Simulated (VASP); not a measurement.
# LiCl (P4/mmm) in VASP: single point with HSE06

Aim: the single point of LiCl with HSE06.

Everything below comes from runs of VASP 6.6.1. Logs are shortened: lines on timing, memory, paths and dates and some standing lists are left out, and cuts for length are marked.

## Step 1: The cell of the first run

It takes space group P4/mmm (No. 123, tetragonal). Conventional cell: a = 3.271 Å, b = 3.271 Å, c = 3.406 Å, α = 90.00°, β = 90.00°, γ = 90.00°. Within 3.8 Å of Li (site symmetry 4/mmm) lie 8 Cl at 2.87 Å and 6 Li at 3.27 to 3.41 Å. Within 3.8 Å of Cl (site symmetry 4/mmm) lie 8 Li at 2.87 Å and 6 Cl at 3.27 to 3.41 Å.

## Step 2: Single point, HSE06 (uniaxial x strain +4.1%)

File POSCAR:

```
LiCl
1.0
    3.4062209270      0.0000000000      0.0000000000
    0.0000000000      3.2711235254      0.0000000000
    0.0000000000      0.0000000000      3.2711235254
Li Cl
1 1
Direct
    0.0000000000      0.0000000000      0.0000000000
    0.5000000000      0.5000000000      0.5000000000
```

File INCAR.step1:

```
SYSTEM = LiCl
ALGO     = Normal         ! electronic algorithm
EDIFF    = 1E-5           ! SCF threshold, eV
ENCUT    = 520            ! plane-wave cutoff, eV
GGA      = PE             ! functional
ISIF     = 2              ! what is computed and relaxed
ISMEAR   = 0              ! smearing method
LASPH    = .True.         ! aspherical terms in the spheres
LCHARG   = .False.        ! write CHGCAR
LREAL    = .False.        ! projectors in reciprocal space
LWAVE    = .True.         ! write WAVECAR
NBANDS   = 12             ! bands
NELM     = 100            ! most SCF steps
PREC     = Accurate       ! precision mode
SIGMA    = 0.01           ! smearing width, eV
```

File INCAR.step2:

```
SYSTEM = LiCl
ALGO     = Normal         ! electronic algorithm
EDIFF    = 1E-7           ! SCF threshold, eV
ENCUT    = 520            ! plane-wave cutoff, eV
GGA      = PE             ! functional
HFSCREEN = 0.2079         ! screening, 1/A
ISIF     = 2              ! what is computed and relaxed
ISMEAR   = 0              ! smearing method
ISTART   = 1            
LASPH    = .True.         ! aspherical terms in the spheres
LCHARG   = .False.        ! write CHGCAR
LHFCALC  = .True.         ! exact exchange
LREAL    = .False.        ! projectors in reciprocal space
LWAVE    = .False.        ! write WAVECAR
NBANDS   = 12             ! bands
NELM     = 100            ! most SCF steps
PREC     = Accurate       ! precision mode
PRECFOCK = Normal       
SIGMA    = 0.01           ! smearing width, eV
```

File KPOINTS:

```
k-points
0
Gamma
  6 6 6
  0 0 0
```

Potentials or basis: VASP PAW PBE potentials, release 64 (Li_sv, Cl).

Run with:

```sh
cat potpaw_PBE.64/Li_sv/POTCAR potpaw_PBE.64/Cl/POTCAR > POTCAR
cp INCAR.step1 INCAR
mpirun -np 1 vasp_std > vasp.out
cp INCAR.step2 INCAR
mpirun -np 1 vasp_std > vasp.out
```

OUTCAR:

```text
SYSTEM = LiCl
   EDIFF = 1E-7
   ENCUT = 520
   GGA = PE
   HFSCREEN = 0.2079
   ISIF = 2
   ISMEAR = 0
   ISTART = 1
   LASPH = .True.
   LHFCALC = .True.
   LREAL = .False.
   NELM = 100
   PREC = Accurate
   PRECFOCK = Normal

 ion  position               nearest neighbor table
   1  0.000  0.000  0.000-
   2  0.500  0.500  0.500-

  LATTYP: Found a simple tetragonal cell.
 ALAT       =     3.2711235254
 C/A-ratio  =     1.0413000000

  Lattice vectors:

 A1 = (   0.0000000000,   3.2711235254,   0.0000000000)
 A2 = (   0.0000000000,   0.0000000000,   3.2711235254)
 A3 = (   3.4062209270,   0.0000000000,   0.0000000000)

Analysis of symmetry for initial positions (statically):
=====================================================================
 Subroutine PRICEL returns:
 Original cell was already a primitive cell.

 Routine SETGRP: Setting up the symmetry group for a
 simple tetragonal supercell.

 Subroutine GETGRP returns: Found 16 space group operations
 (whereof 16 operations were pure point group operations)
 out of a pool of 16 trial point group operations.

The static configuration has the point symmetry D_4h.

Analysis of symmetry for dynamics (positions and initial velocities):
=====================================================================
 Subroutine PRICEL returns:
 Original cell was already a primitive cell.

 Routine SETGRP: Setting up the symmetry group for a
 simple tetragonal supercell.

 Subroutine GETGRP returns: Found 16 space group operations
 (whereof 16 operations were pure point group operations)
 out of a pool of 16 trial point group operations.

The dynamic configuration has the point symmetry D_4h.

 Subroutine INISYM returns: Found 16 space group operations
 (whereof 16 operations are pure point group operations),
 and found     1 'primitive' translations

----------------------------------------------------------------------------------------

                                     Primitive cell

  volume of cell :      36.4474

  direct lattice vectors                    reciprocal lattice vectors
     3.406220927  0.000000000  0.000000000     0.293580487  0.000000000  0.000000000
     0.000000000  3.271123525  0.000000000     0.000000000  0.305705362  0.000000000
     0.000000000  0.000000000  3.271123525     0.000000000  0.000000000  0.305705362

  length of vectors
     3.406220927  3.271123525  3.271123525     0.293580487  0.305705362  0.305705362

  position of ions in fractional coordinates (direct lattice)
     0.000000000  0.000000000  0.000000000
     0.500000000  0.500000000  0.500000000

  ion indices of the primitive-cell ions
   primitive index   ion index
                 1           1
                 2           2

----------------------------------------------------------------------------------------

 KPOINTS: k-points

Automatic generation of k-mesh.
 Grid dimensions read from file:
 generate k-points for:    6    6    6

 Generating k-lattice:

  Cartesian coordinates                     Fractional coordinates (reciprocal lattice)
     0.048930081  0.000000000  0.000000000     0.166666667  0.000000000  0.000000000
     0.000000000  0.050950894  0.000000000     0.000000000  0.166666667  0.000000000
     0.000000000  0.000000000  0.050950894     0.000000000  0.000000000  0.166666667

  Length of vectors
     0.048930081  0.050950894  0.050950894

  Shift w.r.t. Gamma in fractional coordinates (k-lattice)
     0.000000000  0.000000000  0.000000000

 Subroutine IBZKPT returns following result:
 ===========================================

 Found     40 irreducible k-points:

 Following reciprocal coordinates:
            Coordinates               Weight
  0.000000  0.000000  0.000000      1.000000
  0.166667  0.000000  0.000000      2.000000
  0.333333  0.000000  0.000000      2.000000
  0.500000  0.000000  0.000000      1.000000
  0.000000  0.166667  0.000000      4.000000
  0.166667  0.166667  0.000000      8.000000
[... 16 lines left out ...]
  0.333333  0.333333  0.166667     16.000000
  0.500000  0.333333  0.166667      8.000000
 [... further k-points ...]
   k-points           NKPTS =     40   k-points in BZ     NKDIM =    216   number of bands    NBANDS=     12
   number of dos      NEDOS =    301   number of ions     NIONS =      2
   total plane-waves  NPLWV =  16128
   dimension x,y,z NGX =    28 NGY =   24 NGZ =   24
   dimension x,y,z NGXF=    56 NGYF=   48 NGZF=   48
   ions per type =               1   1
   NGX,Y,Z   is equivalent  to a cutoff of  13.67, 12.20, 12.20 a.u.
   NGXF,Y,Z  is equivalent  to a cutoff of  27.33, 24.39, 24.39 a.u.
 SYSTEM =  LiCl
   PREC   = accura    normal or accurate (medium, high low for compatibility)
   ISTART =      1    job   : 0-new  1-cont  2-samecut
   ICHARG =      0    charge: 1-file 2-atom 10-const
   ISPIN  =      1    spin polarized calculation?
   LNONCOLLINEAR =      F non collinear calculations
   LSORBIT =      F    spin-orbit coupling
   LASPH  =      T    aspherical Exc in radial PAW
   ENCUT  =  520.0 eV  38.22 Ry    6.18 a.u.   6.33  6.08  6.08*2*pi/ulx,y,z
   NELM   =    100;   NELMIN=  2; NELMDL=  0     # of ELM steps
   EDIFF  = 0.1E-06   stopping-criterion for ELM
   LREAL  =      F    real-space projection
   EDIFFG = 0.1E-05   stopping-criterion for IOM
   NSW    =      0    number of steps for IOM
   IBRION =     -1    ionic relax: 0-MD 1-quasi-New 2-CG
   NFREE  =      0    steps in history (QN), initial steepest desc. (CG)
   ISIF   =      2    stress and relaxation
   ISYM   =      3    0-nonsym 1-usesym 2-fastsym
   POTIM  = 0.5000    time-step for ionic-motion
   TEBEG  =    0.0;   TEEND  =   0.0 temperature during run
   PSTRESS=    0.0 pullay stress
   NELECT =      10.0000    total number of electrons
   NUPDOWN=      -1.0000    fix difference up-down
   EMIN   =  10.00;   EMAX   =-10.00  energy-range for DOS
   EFERMI =   0.00;   METHOD = LEGACY
   ISMEAR =     0;   SIGMA  =   0.01  broadening in eV -4-tet -1-fermi 0-gaus
   EFERMI_NEDOS =   21; number of points for ismear=-14 and -15
   IALGO  =     38    algorithm
   IMIX   =      1    mixing-type and parameters
     AMIX     =   0.40;   BMIX     =  1.00
     AMIX_MAG =   1.60;   BMIX_MAG =  1.00
  volume/ion in A,a.u.               =      18.22       122.98
  Fermi-wavevector in a.u.,A,eV,Ry     =   1.063782  2.010256 15.396787  1.131632
  Thomas-Fermi vector in A             =   2.199278
   LORBIT       =      0    0 simple, 1 ext, 2 COOP (PROOUT), +10 PAW based schemes
   GGA     = PE    functional components
   LHFCALC =     T    Hartree Fock is set to
   PRECFOCK=normal    Normal, Fast or Accurate (Low or Medium for compatibility)
   ENCUT4O =  -1.0   cutoff for four orbital integrals eV
   NKREDX  =     1    reduce k-point grid by
   NKREDY  =     1    reduce k-point grid by
   NKREDZ  =     1    reduce k-point grid by
   AEXX    =    0.2500 exact exchange contribution
   HFSCREEN=    0.2079 screening length (either q_TF or 0.3 A-1)
   HFSCREENC=   0.2079 screening length for correlation (either q_TF or 0.3 A-1)
   ENCUTFOCK=  -1.0 apply spherical cutoff to Coloumb kernel
   IVDW    =     0    specifies the selected vdW correction
   LEPSILON=     F    determine dielectric tensor
   LRPA    =     F    only Hartree local field effects (RPA)
 non-spin polarized calculation
 Gauss-broadening in eV      SIGMA  =   0.01
  energy-cutoff  :      520.00
  volume of cell :       36.45
 maximum number of plane-waves:      1002
 NGX is ok and might be reduce to    28
  NGX = 20; NGY = 20; NGZ = 20

 number of electron      10.0000004 magnetization

 Free energy of the ion-electron system (eV)
  ---------------------------------------------------
  ext. energy  EPLUGINS =         0.00000000
  ---------------------------------------------------
  free energy    TOTEN  =        -7.84068713 eV

  energy without entropy =       -7.84068713  energy(sigma->0) =       -7.84068713

 E-fermi :   0.5264     XC(G=0):  -7.0316

 val. band max:        0.4539310498   @ k =   0.5000   0.5000   0.0000
 cond. band min:       5.8466207333   @ k =   0.0000   0.0000   0.0000
 fundamental gap:      5.3926896835
 Fermi energy:         0.5264116289

 k-point     1 :       0.0000    0.0000    0.0000
  band No.  band energies     occupation
      1     -47.8747      2.00000
      2     -15.0160      2.00000
      3      -0.7634      2.00000
      4      -0.3176      2.00000
      5      -0.3176      2.00000
      6       5.8466      0.00000
      7      10.2560      0.00000
      8      10.6294      0.00000
      9      14.5956      0.00000
     10      15.0685      0.00000
     11      15.0685      0.00000
     12      18.8143      0.00000

 k-point     2 :       0.1667    0.0000    0.0000
  band No.  band energies     occupation
      1     -47.8743      2.00000
      2     -14.9164      2.00000
      3      -1.6731      2.00000
      4      -0.2241      2.00000
      5      -0.2241      2.00000
      6       6.5374      0.00000
      7      10.6574      0.00000
      8      10.9368      0.00000
      9      14.1005      0.00000
     10      14.1005      0.00000
     11      14.9148      0.00000
     12      19.6262      0.00000

 k-point     3 :       0.3333    0.0000    0.0000
  band No.  band energies     occupation
      1     -47.8735      2.00000
      2     -14.7038      2.00000
      3      -3.0667      2.00000
      4      -0.0261      2.00000
      5      -0.0261      2.00000
      6       7.3469      0.00000
      7      10.9824      0.00000
      8      11.7590      0.00000
      9      12.7240      0.00000
     10      12.7240      0.00000
     11      17.0714      0.00000
     12      17.5568      0.00000
[... 286 lines left out ...]
 k-point    23 :       0.3333    0.3333    0.1667
  band No.  band energies     occupation
      1     -47.8709      2.00000
      2     -14.1853      2.00000
      3      -2.5014      2.00000
      4      -2.3513      2.00000
      5      -0.6049      2.00000
      6       8.2071      0.00000
      7       9.4964      0.00000
      8      10.3488      0.00000
      9      13.2277      0.00000
     10      14.8008      0.00000
     11      16.4367      0.00000
     12      18.3080      0.00000

 k-point    24 :       0.5000    0.3333    0.1667
  band No.  band energies     occupation
      1     -47.8705      2.00000
      2     -14.0758      2.00000
      3      -2.9594      2.00000
      4      -2.2976      2.00000
      5      -0.4835      2.00000
      6       7.5825      0.00000
      7       9.7248      0.00000
      8       9.9596      0.00000
      9      14.2673      0.00000
     10      14.3883      0.00000
     11      16.6390      0.00000
     12      18.0730      0.00000

 [... further k-points ...]
[... 5 lines left out ...]
  --------------------------------------------------------------------------------------
  -------------------------------------------------------------------------------------
  Total       -1.0092971      0.0208646      0.0208646      0.0000000      0.0000000     -0.0000000
  in kB      -44.3672908      0.9171808      0.9171808      0.0000000      0.0000000     -0.0000000
  external PRESSURE =     -14.1776430 kB  Pullay stress =       0.0000000 kB

 VOLUME and BASIS-vectors are now :
 -----------------------------------------------------------------------------
  energy-cutoff  :      520.00
  volume of cell :       36.45
      direct lattice vectors                 reciprocal lattice vectors
     3.406220927  0.000000000  0.000000000     0.293580487  0.000000000  0.000000000
     0.000000000  3.271123525  0.000000000     0.000000000  0.305705362  0.000000000
     0.000000000  0.000000000  3.271123525     0.000000000  0.000000000  0.305705362

 POSITION                                       TOTAL-FORCE (eV/Angst)
 -----------------------------------------------------------------------------------
      0.00000      0.00000      0.00000         0.000000      0.000000      0.000000
      1.70311      1.63556      1.63556         0.000000      0.000000      0.000000
 -----------------------------------------------------------------------------------
    total drift:                                0.000000      0.000000      0.000000

  FREE ENERGIE OF THE ION-ELECTRON SYSTEM (eV)
  ---------------------------------------------------
  free  energy   TOTEN  =        -7.8406871340 eV

  energy  without entropy=       -7.8406871340  energy(sigma->0) =       -7.84068713
```

It took 17 min on 1 thread of Intel Xeon Platinum 8375C at 2.90GHz (Ice Lake), shared host; peak memory 0.26 GiB.

What came out:

* Free energy: -7.8407 eV
* Band gap on the k mesh: 5.39 eV (least direct gap 6.16 eV)

Caveat: the cell differs from its parent crystal (uniaxial x strain +4.1%); the cutoff is under 1.25 times the usual one of these potentials, so pressure, stress and relaxed cells hold a basis-set (Pulay) error; the structure was generated, so it needn't be the stable form of LiCl; the PAW data sets were made with another functional, which shifts forces and pressure a little.
